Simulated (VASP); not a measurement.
# CuI (Cmcm) in VASP: a series of runs

CuI is run at these levels: r2SCAN; tasks: single point.

All numbers are computed with VASP 6.6.1; they aren't measurements. Logs are shortened: lines on timing, memory, paths and dates and some standing lists are left out, and cuts for length are marked.

## (1) The cell of the first run

It takes space group Cmcm (No. 63, orthorhombic). Conventional cell: a = 7.565 Å, b = 7.520 Å, c = 4.364 Å, α = 90.00°, β = 90.00°, γ = 90.00°. Within 3.3 Å of Cu (site symmetry m2m) lie 2 Cu at 2.49 Å and 3 I at 2.61 to 2.63 Å. I (site symmetry m2m) has 3 Cu at 2.61 to 2.63 Å within 3.4 Å.

## (2) Single point, r2SCAN

POSCAR reads:

```
CuI
1.0
    3.7822942652     -3.7599216793      0.0000000000
    3.7822942652      3.7599216793      0.0000000000
    0.0000000000      0.0000000000      4.3636755259
Cu I
2 2
Direct
    0.4204390000      0.5795610000      0.7500000000
    0.5795610000      0.4204390000      0.2500000000
    0.7700430000      0.2299570000      0.7500000000
    0.2299570000      0.7700430000      0.2500000000
```

INCAR.step1 reads:

```
PREC = Accurate
ENCUT = 520
ISMEAR = 0
SIGMA = 0.01
LREAL = F
LASPH = T
NELM = 80
NBANDS = 26
GGA = PE
ALGO = Normal
EDIFF = 1E-4
LWAVE = T
LCHARG = F
```

INCAR.step2 reads:

```
PREC = Accurate
ENCUT = 520
EDIFF = 1E-6
ISMEAR = 0
SIGMA = 0.01
LREAL = F
LASPH = T
NELM = 80
ALGO = Normal
ISIF = 2
LWAVE = F
LCHARG = F
METAGGA = R2SCAN
LMIXTAU = T
NBANDS = 26
ISTART = 1
```

KPOINTS reads:

```
Automatic mesh
0
Gamma
  4 4 6
```

Potentials or basis: VASP PAW PBE potentials, release 64 (Cu, I).

Run with:

```console
cat potpaw_PBE.64/Cu/POTCAR potpaw_PBE.64/I/POTCAR > POTCAR
cp INCAR.step1 INCAR
mpirun -np 1 vasp_std > vasp.out
cp INCAR.step2 INCAR
mpirun -np 1 vasp_std > vasp.out
```

OUTCAR:

```text
PREC = Accurate
   ENCUT = 520
   EDIFF = 1E-6
   ISMEAR = 0
   LREAL = F
   LASPH = T
   NELM = 80
   ISIF = 2
   METAGGA = R2SCAN
   ISTART = 1

 ion  position               nearest neighbor table
   1  0.420  0.580  0.750-   2 2.49   2 2.49   4 2.61   4 2.61   3 2.63
   2  0.580  0.420  0.250-   1 2.49   1 2.49   3 2.61   3 2.61   4 2.63
   3  0.770  0.230  0.750-   2 2.61   2 2.61   1 2.63
   4  0.230  0.770  0.250-   1 2.61   1 2.61   2 2.63

  LATTYP: Found a base centered orthorhombic cell.
 ALAT       =     7.5198433586
 B/A-ratio  =     1.0059502798
 C/A-ratio  =     0.5802880882

  Lattice vectors:

 A1 = (  -3.7822942652,  -3.7599216793,   0.0000000000)
 A2 = (   3.7822942652,  -3.7599216793,   0.0000000000)
 A3 = (   0.0000000000,   0.0000000000,   4.3636755259)

Analysis of symmetry for initial positions (statically):
=====================================================================
 Subroutine PRICEL returns:
 Original cell was already a primitive cell.

 Routine SETGRP: Setting up the symmetry group for a
 base centered orthorhombic supercell.

 Subroutine GETGRP returns: Found  8 space group operations
 (whereof  4 operations were pure point group operations)
 out of a pool of  8 trial point group operations.

The static configuration has the point symmetry C_2h.
 The point group associated with its full space group is D_2h.

Analysis of symmetry for dynamics (positions and initial velocities):
=====================================================================
 Subroutine PRICEL returns:
 Original cell was already a primitive cell.

 Routine SETGRP: Setting up the symmetry group for a
 base centered orthorhombic supercell.

 Subroutine GETGRP returns: Found  8 space group operations
 (whereof  4 operations were pure point group operations)
 out of a pool of  8 trial point group operations.

The dynamic configuration has the point symmetry C_2h.
 The point group associated with its full space group is D_2h.

 Subroutine INISYM returns: Found  8 space group operations
 (whereof  4 operations are pure point group operations),
 and found     1 'primitive' translations

----------------------------------------------------------------------------------------

                                     Primitive cell

[... 91 lines left out ...]
   LASPH  =      T    aspherical Exc in radial PAW
   ENCUT  =  520.0 eV  38.22 Ry    6.18 a.u.   9.92  9.92  8.11*2*pi/ulx,y,z
   NELM   =     80;   NELMIN=  2; NELMDL=  0     # of ELM steps
   EDIFF  = 0.1E-05   stopping-criterion for ELM
   LREAL  =      F    real-space projection
   EDIFFG = 0.1E-04   stopping-criterion for IOM
   NSW    =      0    number of steps for IOM
   IBRION =     -1    ionic relax: 0-MD 1-quasi-New 2-CG
   NFREE  =      0    steps in history (QN), initial steepest desc. (CG)
   ISIF   =      2    stress and relaxation
   ISYM   =      2    0-nonsym 1-usesym 2-fastsym
   POTIM  = 0.5000    time-step for ionic-motion
   TEBEG  =    0.0;   TEEND  =   0.0 temperature during run
   PSTRESS=    0.0 pullay stress
   NELECT =      36.0000    total number of electrons
   NUPDOWN=      -1.0000    fix difference up-down
   EMIN   =  10.00;   EMAX   =-10.00  energy-range for DOS
   EFERMI =   0.00;   METHOD = LEGACY
   ISMEAR =     0;   SIGMA  =   0.01  broadening in eV -4-tet -1-fermi 0-gaus
   EFERMI_NEDOS =   21; number of points for ismear=-14 and -15
   IALGO  =     38    algorithm
   IMIX   =      4    mixing-type and parameters
     AMIX     =   0.40;   BMIX     =  1.00
     AMIX_MAG =   1.60;   BMIX_MAG =  1.00
  volume/ion in A,a.u.               =      31.03       209.39
  Fermi-wavevector in a.u.,A,eV,Ry     =   1.083686  2.047870 15.978348  1.174375
  Thomas-Fermi vector in A             =   2.219758
   LORBIT       =      0    0 simple, 1 ext, 2 COOP (PROOUT), +10 PAW based schemes
   METAGGA = R2SCAN    functional components
   LHFCALC =     F    Hartree Fock is set to
   AEXX    =    0.0000 exact exchange contribution
   IVDW    =     0    specifies the selected vdW correction
   LEPSILON=     F    determine dielectric tensor
   LRPA    =     F    only Hartree local field effects (RPA)
 non-spin polarized calculation
 Gauss-broadening in eV      SIGMA  =   0.01
  energy-cutoff  :      520.00
  volume of cell :      124.11
 maximum number of plane-waves:      3372
   NGX = 19   NGY = 19   NGZ = 17

 number of electron      35.9999966 magnetization

 Free energy of the ion-electron system (eV)
  ---------------------------------------------------
  ext. energy  EPLUGINS =         0.00000000
  ---------------------------------------------------
  free energy    TOTEN  =       -71.35709929 eV

  energy without entropy =      -71.35709929  energy(sigma->0) =      -71.35709929

 E-fermi :   3.3093     XC(G=0):  -8.8710

 val. band max:        3.2536400676   @ k =   0.0000   0.0000   0.0000
 cond. band min:       4.6105214667   @ k =   0.0000   0.0000   0.0000
 fundamental gap:      1.3568813990
 Fermi energy:         3.3092963412

 k-point     1 :       0.0000    0.0000    0.0000
  band No.  band energies     occupation
      1     -10.8767      2.00000
      2     -10.1739      2.00000
      3      -2.2612      2.00000
      4      -0.9170      2.00000
      5      -0.7076      2.00000
      6      -0.6317      2.00000
[... 685 lines left out ...]
     25      12.3442      0.00000
     26      12.3442      0.00000

 [... further k-points ...]

------------------------ aborting loop because EDIFF is reached ----------------------------------------

  FORCE on cell =-STRESS in cart. coord.  units (eV):
  Direction    XX          YY          ZZ          XY          YZ          ZX
  --------------------------------------------------------------------------------------
  -------------------------------------------------------------------------------------
  Total       -0.1148933     -1.3775174     -1.5713390      0.0000000      0.0000000      0.0000000
  in kB       -1.4831623    -17.7824306    -20.2844819      0.0000000      0.0000000      0.0000000
  external PRESSURE =     -13.1833583 kB  Pullay stress =       0.0000000 kB

 VOLUME and BASIS-vectors are now :
 -----------------------------------------------------------------------------
  energy-cutoff  :      520.00
  volume of cell :      124.11
      direct lattice vectors                 reciprocal lattice vectors
     3.782294265 -3.759921679  0.000000000     0.132194897 -0.132981493  0.000000000
     3.782294265  3.759921679  0.000000000     0.132194897  0.132981493  0.000000000
     0.000000000  0.000000000  4.363675526     0.000000000  0.000000000  0.229164610

 POSITION                                       TOTAL-FORCE (eV/Angst)
 -----------------------------------------------------------------------------------
      3.78229      0.59829      3.27276         0.000000     -0.027626     -0.000000
      3.78229     -0.59829      1.09092         0.000000      0.027626      0.000000
      3.78229     -2.03068      3.27276         0.000000      0.305100      0.000000
      3.78229      2.03068      1.09092         0.000000     -0.305100      0.000000
 -----------------------------------------------------------------------------------
    total drift:                               -0.000000     -0.000000     -0.000000

  FREE ENERGIE OF THE ION-ELECTRON SYSTEM (eV)
  ---------------------------------------------------
  free  energy   TOTEN  =       -71.3570992927 eV

  energy  without entropy=      -71.3570992927  energy(sigma->0) =      -71.35709929
```

OUTCAR.step1:

```text
PREC = Accurate
   ENCUT = 520
   ISMEAR = 0
   LREAL = F
[... 928 lines left out ...]
      3.78229      0.59829      3.27276         0.000000      0.044480     -0.000000
      3.78229     -0.59829      1.09092         0.000000     -0.044480      0.000000
      3.78229     -2.03068      3.27276         0.000000      0.159027      0.000000
      3.78229      2.03068      1.09092         0.000000     -0.159027     -0.000000
 -----------------------------------------------------------------------------------
    total drift:                               -0.000000     -0.000000      0.000000

  FREE ENERGIE OF THE ION-ELECTRON SYSTEM (eV)
  ---------------------------------------------------
  free  energy   TOTEN  =       -10.9433730608 eV

  energy  without entropy=      -10.9433730608  energy(sigma->0) =      -10.94337306
```

Wall time 5.9 min (1 thread of Intel Xeon 8259CL, shared host); peak memory 0.28 GiB.

What came out:

```
Free energy            : -71.3571 eV
Pressure               : -1.3 GPa
Largest force          : 0.305 eV/Å
Band gap on the k mesh : 1.36 eV
```

Forces in eV/Å, atoms in the order of the input:
```
Cu   0.000 -0.028  0.000
Cu   0.000  0.028  0.000
I    0.000  0.305  0.000
I    0.000 -0.305  0.000
```

Caveat: the PAW data sets were made with another functional, which shifts forces and pressure a little; spin-orbit coupling is left out, which moves the levels of the heavy elements.

## (3) Single point, r2SCAN

This run uses another cell than the first one, of 31.92 Å³/atom.

POSCAR reads:

```
CuI
1.0
    3.8183182835     -3.7957326125      0.0000000000
    3.8183182835      3.7957326125      0.0000000000
    0.0000000000      0.0000000000      4.4052368418
Cu I
2 2
Direct
    0.4204390000      0.5795610000      0.7500000000
    0.5795610000      0.4204390000      0.2500000000
    0.7700430000      0.2299570000      0.7500000000
    0.2299570000      0.7700430000      0.2500000000
```

INCAR.step1 is that of step 2.

INCAR.step2 is that of step 2.

KPOINTS is that of step 2.

Potentials or basis: VASP PAW PBE potentials, release 64 (Cu, I).

Run with:

```console
cat potpaw_PBE.64/Cu/POTCAR potpaw_PBE.64/I/POTCAR > POTCAR
cp INCAR.step1 INCAR
mpirun -np 1 vasp_std > vasp.out
cp INCAR.step2 INCAR
mpirun -np 1 vasp_std > vasp.out
```

OUTCAR:

```text
PREC = Accurate
   ENCUT = 520
   EDIFF = 1E-6
   ISMEAR = 0
   LREAL = F
   LASPH = T
   NELM = 80
   ISIF = 2
   METAGGA = R2SCAN
   ISTART = 1

 ion  position               nearest neighbor table
   1  0.420  0.580  0.750-   2 2.51   2 2.51   4 2.63   4 2.63   3 2.65
   2  0.580  0.420  0.250-   1 2.51   1 2.51   3 2.63   3 2.63   4 2.65
   3  0.770  0.230  0.750-   2 2.63   2 2.63   1 2.65
   4  0.230  0.770  0.250-   1 2.63   1 2.63   2 2.65

  LATTYP: Found a base centered orthorhombic cell.
 ALAT       =     7.5914652250
 B/A-ratio  =     1.0059502798
 C/A-ratio  =     0.5802880882

  Lattice vectors:

 A1 = (  -3.8183182835,  -3.7957326125,   0.0000000000)
 A2 = (   3.8183182835,  -3.7957326125,   0.0000000000)
 A3 = (   0.0000000000,   0.0000000000,   4.4052368418)

Analysis of symmetry for initial positions (statically):
=====================================================================
 Subroutine PRICEL returns:
 Original cell was already a primitive cell.

 Routine SETGRP: Setting up the symmetry group for a
 base centered orthorhombic supercell.
[... 170 lines left out ...]

  energy without entropy =      -71.31873110  energy(sigma->0) =      -71.31873110

 E-fermi :   3.0036     XC(G=0):  -8.7376

 val. band max:        2.9613409360   @ k =   0.0000   0.0000   0.0000
 cond. band min:       4.2847466820   @ k =   0.0000   0.0000   0.0000
 fundamental gap:      1.3234057460
 Fermi energy:         3.0035593979

 k-point     1 :       0.0000    0.0000    0.0000
  band No.  band energies     occupation
      1     -11.0147      2.00000
      2     -10.3657      2.00000
      3      -2.3945      2.00000
      4      -1.0633      2.00000
      5      -0.8579      2.00000
      6      -0.7675      2.00000
[... 685 lines left out ...]
     25      12.0352      0.00000
     26      12.0353      0.00000

 [... further k-points ...]

------------------------ aborting loop because EDIFF is reached ----------------------------------------

  FORCE on cell =-STRESS in cart. coord.  units (eV):
  Direction    XX          YY          ZZ          XY          YZ          ZX
  --------------------------------------------------------------------------------------
  -------------------------------------------------------------------------------------
  Total       -0.2262256     -2.3366010     -2.6156889      0.0000000      0.0000000      0.0000000
  in kB       -2.8384766    -29.3175823    -32.8193272      0.0000000      0.0000000      0.0000000
  external PRESSURE =     -21.6584620 kB  Pullay stress =       0.0000000 kB

 VOLUME and BASIS-vectors are now :
 -----------------------------------------------------------------------------
  energy-cutoff  :      520.00
  volume of cell :      127.69
      direct lattice vectors                 reciprocal lattice vectors
     3.818318284 -3.795732613  0.000000000     0.130947701 -0.131726876  0.000000000
     3.818318284  3.795732613  0.000000000     0.130947701  0.131726876  0.000000000
     0.000000000  0.000000000  4.405236842     0.000000000  0.000000000  0.227002551

 POSITION                                       TOTAL-FORCE (eV/Angst)
 -----------------------------------------------------------------------------------
      3.81832      0.60398      3.30393         0.000000     -0.079616     -0.000000
      3.81832     -0.60398      1.10131         0.000000      0.079616      0.000000
      3.81832     -2.05002      3.30393         0.000000      0.499029     -0.000000
      3.81832      2.05002      1.10131         0.000000     -0.499029     -0.000000
 -----------------------------------------------------------------------------------
    total drift:                               -0.000000     -0.000000      0.000000

  FREE ENERGIE OF THE ION-ELECTRON SYSTEM (eV)
  ---------------------------------------------------
  free  energy   TOTEN  =       -71.3187310992 eV

  energy  without entropy=      -71.3187310992  energy(sigma->0) =      -71.31873110
```

Wall time 5.6 min (1 thread of Intel Xeon 8259CL, shared host); peak memory 0.29 GiB.

What came out:

```
Free energy            : -71.3187 eV
Pressure               : -2.2 GPa
Largest force          : 0.499 eV/Å
Band gap on the k mesh : 1.32 eV
```

Forces on the atoms (eV/Å):
```
Cu   0.000 -0.080  0.000
Cu   0.000  0.080  0.000
I    0.000  0.499  0.000
I    0.000 -0.499  0.000
```

Caveat: the PAW data sets were made with another functional, which shifts forces and pressure a little; spin-orbit coupling is left out, which moves the levels of the heavy elements.
